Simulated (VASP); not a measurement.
# Ni2GeO (P-6m2) in VASP: single point with PBE

Aim: the single point of Ni2GeO with PBE.

Everything below comes from runs of VASP 6.6.1. Logs are shortened: lines on timing, memory, paths and dates and some standing lists are left out, and cuts for length are marked.

## (1) The cell of the first run

Symmetry: P-6m2, No. 187, hexagonal system. Conventional cell: a = 2.977 Å, b = 2.977 Å, c = 5.899 Å, α = 90.00°, β = 90.00°, γ = 120.00°. Ni (site symmetry 3m) has 3 O at 2.15 Å and 3 Ge at 2.38 Å and 1 Ni at 2.59 Å within 2.8 Å. Within 3.1 Å of Ge (site symmetry -6m2) lie 6 Ni at 2.38 Å and 6 Ge at 2.98 Å. O (site symmetry -6m2) has 6 Ni at 2.15 Å within 2.8 Å.

The cell was generated, and may not be a known phase.

## (2) Single point, PBE, collinear spin, ferromagnetic start

INCAR

```
SYSTEM = Ni2GeO
  PREC = Accurate
  ENCUT = 1340
  EDIFF = 1E-6
  ISMEAR = 0
  SIGMA = 0.15
  LREAL = .FALSE.
  LASPH = .TRUE.
  NELM = 200
  ALGO = Normal
  ISIF = 2
  LWAVE = .FALSE.
  LCHARG = .FALSE.
  ISPIN = 2
  MAGMOM = 2 2 0 0
  LORBIT = 11
  LMAXMIX = 4
  GGA = PE
  NBANDS = 40
  GGA_COMPAT = .FALSE.
```

KPOINTS

```
regular mesh
0
G
  5 5 3
  0 0 0
```

POSCAR

```
Ni2GeO
1.0
    2.9766165475      0.0000000000      0.0000000000
   -1.4883082738      2.5778255475      0.0000000000
    0.0000000000      0.0000000000      5.8994967625
Ni Ge O
2 1 1
Direct
    0.6666666667      0.3333333333      0.7802039362
    0.6666666667      0.3333333333      0.2197960638
    0.3333333333      0.6666666667      0.5000000000
    0.0000000000      0.0000000000      0.0000000000
```

Potentials or basis: VASP PAW PBE potentials, release 64 (Ni_sv_GW, Ge_d, O_h).

The run is started by

```bash
cat potpaw_PBE.64/Ni_sv_GW/POTCAR potpaw_PBE.64/Ge_d/POTCAR potpaw_PBE.64/O_h/POTCAR > POTCAR
mpirun -np 1 vasp_std > vasp.out
```

OUTCAR:

```text
SYSTEM = Ni2GeO
   PREC = Accurate
   ENCUT = 1340
   EDIFF = 1E-6
   ISMEAR = 0
   LREAL = .FALSE.
   LASPH = .TRUE.
   NELM = 200
   ISIF = 2
   ISPIN = 2
   LORBIT = 11
   GGA = PE

 ion  position               nearest neighbor table
   1  0.667  0.333  0.780-   3 2.38   3 2.38   3 2.38   2 2.59
   2  0.667  0.333  0.220-   3 2.38   3 2.38   3 2.38   1 2.59
   3  0.333  0.667  0.500-   1 2.38   2 2.38   1 2.38   2 2.38   1 2.38   2 2.38
   4  0.000  0.000  0.000-

  LATTYP: Found a hexagonal cell.
 ALAT       =     2.9766165475
 C/A-ratio  =     1.9819471767

  Lattice vectors:

 A1 = (   2.9766165475,   0.0000000000,   0.0000000000)
 A2 = (  -1.4883082738,   2.5778255475,   0.0000000000)
 A3 = (   0.0000000000,   0.0000000000,   5.8994967625)

Analysis of symmetry for initial positions (statically):
=====================================================================
 Subroutine PRICEL returns:
 Original cell was already a primitive cell.

 Routine SETGRP: Setting up the symmetry group for a
 hexagonal supercell.

 Subroutine GETGRP returns: Found 12 space group operations
 (whereof 12 operations were pure point group operations)
 out of a pool of 24 trial point group operations.

The static configuration has the point symmetry D_3h.

Analysis of symmetry for dynamics (positions and initial velocities):
=====================================================================
 Subroutine PRICEL returns:
 Original cell was already a primitive cell.

 Routine SETGRP: Setting up the symmetry group for a
 hexagonal supercell.

 Subroutine GETGRP returns: Found 12 space group operations
 (whereof 12 operations were pure point group operations)
 out of a pool of 24 trial point group operations.

The dynamic configuration has the point symmetry D_3h.

Analysis of structural, dynamic, and magnetic symmetry:
=====================================================================
 Subroutine PRICEL returns:
 Original cell was already a primitive cell.

 Routine SETGRP: Setting up the symmetry group for a
 hexagonal supercell.

 Subroutine GETGRP returns: Found 12 space group operations
 (whereof 12 operations were pure point group operations)
 out of a pool of 24 trial point group operations.

The overall configuration has the point symmetry D_3h.

 Subroutine INISYM returns: Found 12 space group operations
 (whereof 12 operations are pure point group operations),
 and found     1 'primitive' translations

----------------------------------------------------------------------------------------

                                     Primitive cell

  volume of cell :      45.2680

  direct lattice vectors                    reciprocal lattice vectors
     2.976616547  0.000000000  0.000000000     0.335951905  0.193961923  0.000000000
    -1.488308274  2.577825547  0.000000000     0.000000000  0.387923846  0.000000000
     0.000000000  0.000000000  5.899496763     0.000000000  0.000000000  0.169505983

  length of vectors
     2.976616547  2.976616548  5.899496763     0.387923846  0.387923846  0.169505983

  position of ions in fractional coordinates (direct lattice)
     0.666666667  0.333333333  0.780203936
     0.666666667  0.333333333  0.219796064
     0.333333333  0.666666667  0.500000000
     0.000000000  0.000000000  0.000000000

  ion indices of the primitive-cell ions
   primitive index   ion index
                 1           1
                 2           2
                 3           3
                 4           4

----------------------------------------------------------------------------------------

 KPOINTS: regular mesh

Automatic generation of k-mesh.
 Grid dimensions read from file:
 generate k-points for:    5    5    3

 Generating k-lattice:

  Cartesian coordinates                     Fractional coordinates (reciprocal lattice)
     0.067190381  0.038792385  0.000000000     0.200000000  0.000000000  0.000000000
     0.000000000  0.077584769  0.000000000     0.000000000  0.200000000  0.000000000
     0.000000000  0.000000000  0.056501994     0.000000000  0.000000000  0.333333333

  Length of vectors
     0.077584769  0.077584769  0.056501994

  Shift w.r.t. Gamma in fractional coordinates (k-lattice)
     0.000000000  0.000000000  0.000000000

 Subroutine IBZKPT returns following result:
 ===========================================

 Found     10 irreducible k-points:

 Following reciprocal coordinates:
            Coordinates               Weight
  0.000000  0.000000  0.000000      1.000000
  0.200000  0.000000  0.000000      6.000000
  0.400000  0.000000  0.000000      6.000000
  0.200000  0.200000  0.000000      6.000000
  0.400000  0.200000  0.000000      6.000000
  0.000000  0.000000  0.333333      2.000000
  0.200000  0.000000  0.333333     12.000000
  0.400000  0.000000  0.333333     12.000000
  0.200000  0.200000  0.333333     12.000000
  0.400000  0.200000  0.333333     12.000000
   k-points           NKPTS =     10   k-points in BZ     NKDIM =     10   number of bands    NBANDS=     40
   number of dos      NEDOS =    301   number of ions     NIONS =      4
   total plane-waves  NPLWV =  90720
   dimension x,y,z NGX =    36 NGY =   36 NGZ =   70
   dimension x,y,z NGXF=    72 NGYF=   72 NGZF=  140
   ions per type =               2   1   1
   NGX,Y,Z   is equivalent  to a cutoff of  20.11, 20.11, 19.73 a.u.
   NGXF,Y,Z  is equivalent  to a cutoff of  40.21, 40.21, 39.45 a.u.
 SYSTEM =  Ni2GeO
   PREC   = accura    normal or accurate (medium, high low for compatibility)
   ISTART =      0    job   : 0-new  1-cont  2-samecut
   ICHARG =      2    charge: 1-file 2-atom 10-const
   ISPIN  =      2    spin polarized calculation?
   LNONCOLLINEAR =      F non collinear calculations
   LSORBIT =      F    spin-orbit coupling
   LASPH  =      T    aspherical Exc in radial PAW
   ENCUT  = 1340.0 eV  98.49 Ry    9.92 a.u.   8.88  8.88 17.61*2*pi/ulx,y,z
   NELM   =    200;   NELMIN=  2; NELMDL= -5     # of ELM steps
   EDIFF  = 0.1E-05   stopping-criterion for ELM
   LREAL  =      F    real-space projection
   EDIFFG = 0.1E-04   stopping-criterion for IOM
   NSW    =      0    number of steps for IOM
   IBRION =     -1    ionic relax: 0-MD 1-quasi-New 2-CG
   NFREE  =      0    steps in history (QN), initial steepest desc. (CG)
   ISIF   =      2    stress and relaxation
   ISYM   =      2    0-nonsym 1-usesym 2-fastsym
   POTIM  = 0.5000    time-step for ionic-motion
   TEBEG  =    0.0;   TEEND  =   0.0 temperature during run
   PSTRESS=    0.0 pullay stress
   NELECT =      56.0000    total number of electrons
   NUPDOWN=      -1.0000    fix difference up-down
   EMIN   =  10.00;   EMAX   =-10.00  energy-range for DOS
   EFERMI =   0.00;   METHOD = LEGACY
   ISMEAR =     0;   SIGMA  =   0.15  broadening in eV -4-tet -1-fermi 0-gaus
   EFERMI_NEDOS =   21; number of points for ismear=-14 and -15
   IALGO  =     38    algorithm
   IMIX   =      4    mixing-type and parameters
     AMIX     =   0.40;   BMIX     =  1.00
     AMIX_MAG =   1.60;   BMIX_MAG =  1.00
  volume/ion in A,a.u.               =      11.32        76.37
  Fermi-wavevector in a.u.,A,eV,Ry     =   1.757413  3.321028 42.021576  3.088499
  Thomas-Fermi vector in A             =   2.826772
   LORBIT       =     11    0 simple, 1 ext, 2 COOP (PROOUT), +10 PAW based schemes
   GGA     = PE    functional components
   LHFCALC =     F    Hartree Fock is set to
   AEXX    =    0.0000 exact exchange contribution
   IVDW    =     0    specifies the selected vdW correction
   LEPSILON=     F    determine dielectric tensor
   LRPA    =     F    only Hartree local field effects (RPA)
 spin polarized calculation
 Gauss-broadening in eV      SIGMA  =   0.15
  energy-cutoff  :     1340.00
  volume of cell :       45.27
 maximum number of plane-waves:      5081
 NGX is ok and might be reduce to    36
   NGX = 17   NGY = 17   NGZ = 35

 number of electron      56.0000002 magnetization       0.0000521

 Free energy of the ion-electron system (eV)
  ---------------------------------------------------
  ext. energy  EPLUGINS =         0.00000000
  ---------------------------------------------------
  free energy    TOTEN  =       -23.34799973 eV

  energy without entropy =      -23.31204115  energy(sigma->0) =      -23.33002044

 E-fermi :   7.5789     XC(G=0): -12.8500

 val. band max:        7.4959710230   @ k =   0.2000   0.2000   0.3333
 cond. band min:       7.6045417945   @ k =   0.0000   0.0000   0.3333
 fundamental gap:      0.1085707715
 Fermi energy:         7.5788787168

 spin component 1

 k-point     1 :       0.0000    0.0000    0.0000
  band No.  band energies     occupation
      1     -95.4585      1.00000
      2     -95.4552      1.00000
      3     -56.0522      1.00000
      4     -56.0123      1.00000
      5     -55.7853      1.00000
      6     -55.7853      1.00000
[... 32 lines left out ...]
     39      24.4108      0.00000
     40      24.9285      0.00000

 k-point     2 :       0.2000    0.0000    0.0000
  band No.  band energies     occupation
      1     -95.4579      1.00000
      2     -95.4546      1.00000
      3     -56.0511      1.00000
      4     -56.0115      1.00000
      5     -55.7928      1.00000
      6     -55.7892      1.00000
[... 333 lines left out ...]
     39      22.9044      0.00000
     40      23.2012      0.00000

 k-point    10 :       0.4000    0.2000    0.3333
  band No.  band energies     occupation
      1     -95.4566      1.00000
      2     -95.4535      1.00000
      3     -56.0473      1.00000
      4     -56.0114      1.00000
      5     -55.8044      1.00000
      6     -55.8008      1.00000
[... 32 lines left out ...]
     39      21.2983      0.00000
     40      26.7840      0.00000
 Fermi energy:         7.5788787168

 spin component 2

 k-point     1 :       0.0000    0.0000    0.0000
  band No.  band energies     occupation
      1     -95.4585      1.00000
      2     -95.4552      1.00000
      3     -56.0523      1.00000
      4     -56.0124      1.00000
      5     -55.7853      1.00000
      6     -55.7853      1.00000
[... 32 lines left out ...]
     39      24.4106      0.00000
     40      24.9293      0.00000

 k-point     2 :       0.2000    0.0000    0.0000
  band No.  band energies     occupation
      1     -95.4579      1.00000
      2     -95.4547      1.00000
      3     -56.0512      1.00000
      4     -56.0116      1.00000
      5     -55.7929      1.00000
      6     -55.7892      1.00000
[... 333 lines left out ...]
     39      22.9045      0.00000
     40      23.2013      0.00000

 k-point    10 :       0.4000    0.2000    0.3333
  band No.  band energies     occupation
      1     -95.4567      1.00000
      2     -95.4535      1.00000
      3     -56.0473      1.00000
      4     -56.0115      1.00000
      5     -55.8045      1.00000
      6     -55.8008      1.00000
[... 32 lines left out ...]
     39      21.2983      0.00000
     40      26.7841      0.00000

------------------------ aborting loop because EDIFF is reached ----------------------------------------

  FORCE on cell =-STRESS in cart. coord.  units (eV):
  Direction    XX          YY          ZZ          XY          YZ          ZX
  --------------------------------------------------------------------------------------
  -------------------------------------------------------------------------------------
  Total        0.0626128      0.0626128      0.0943658     -0.0000000      0.0000000     -0.0000000
  in kB        2.2160628      2.2160628      3.3399037     -0.0000000      0.0000000     -0.0000000
  external PRESSURE =       2.5906765 kB  Pullay stress =       0.0000000 kB

 VOLUME and BASIS-vectors are now :
 -----------------------------------------------------------------------------
  energy-cutoff  :     1340.00
  volume of cell :       45.27
      direct lattice vectors                 reciprocal lattice vectors
     2.976616547  0.000000000  0.000000000     0.335951905  0.193961923  0.000000000
    -1.488308274  2.577825547  0.000000000     0.000000000  0.387923846  0.000000000
     0.000000000  0.000000000  5.899496763     0.000000000  0.000000000  0.169505983

 POSITION                                       TOTAL-FORCE (eV/Angst)
 -----------------------------------------------------------------------------------
      1.48831      0.85928      4.60281         0.000000      0.000000      0.012908
      1.48831      0.85928      1.29669         0.000000     -0.000000     -0.012908
     -0.00000      1.71855      2.94975        -0.000000      0.000000      0.000000
      0.00000      0.00000      0.00000         0.000000     -0.000000      0.000000
 -----------------------------------------------------------------------------------
    total drift:                               -0.000001      0.000001      0.000000

  FREE ENERGIE OF THE ION-ELECTRON SYSTEM (eV)
  ---------------------------------------------------
  free  energy   TOTEN  =       -23.3479997328 eV

  energy  without entropy=      -23.3120411485  energy(sigma->0) =      -23.33002044

 total charge

# of ion       s       p       d       f       tot
--------------------------------------------------
    1        2.177   6.233   7.896   0.006  16.312
    2        2.177   6.233   7.896   0.006  16.312
    3        1.129   1.256  10.095   0.000  12.480
    4        1.061   2.243   0.000   0.000   3.304
--------------------------------------------------
tot          6.544  15.965  25.888   0.012  48.408

 magnetization (x)

# of ion       s       p       d       f       tot
--------------------------------------------------
    1        0.000  -0.000  -0.000   0.000  -0.000
    2        0.000  -0.000  -0.000   0.000  -0.000
    3        0.000   0.000   0.000   0.000   0.000
    4        0.000   0.000   0.000   0.000   0.000
--------------------------------------------------
tot          0.000   0.000   0.000   0.000   0.000
```

Wall time 2.9 min (1 thread of Intel Xeon 6975P-C (Granite Rapids), shared host); peak memory 0.44 GiB.

Results:

- Free energy: -23.3480 eV
- Pressure: 0.3 GPa
- Largest force: 0.013 eV/Å
- Band gap on the k mesh: zero (filled and empty bands overlap)
- Net moment: 0.00 μB per cell
- Valence electrons inside the program's atomic spheres: Ni 16.31; Ge 12.48; O 3.30

Forces in eV/Å, atoms in the order of the input:
```
Ni   0.000  0.000  0.013
Ni   0.000  0.000 -0.013
Ge   0.000  0.000  0.000
O    0.000  0.000  0.000
```

Caveat: the k points lie up to 0.49 Å⁻¹ apart; the moments typed at the start vanished in this run. With open d or f shells a metallic result of PBE can be an artefact of self-interaction; +U or a hybrid may open a gap.

The gap in the log of VASP goes by the Fermi energy; the results here count the filled bands.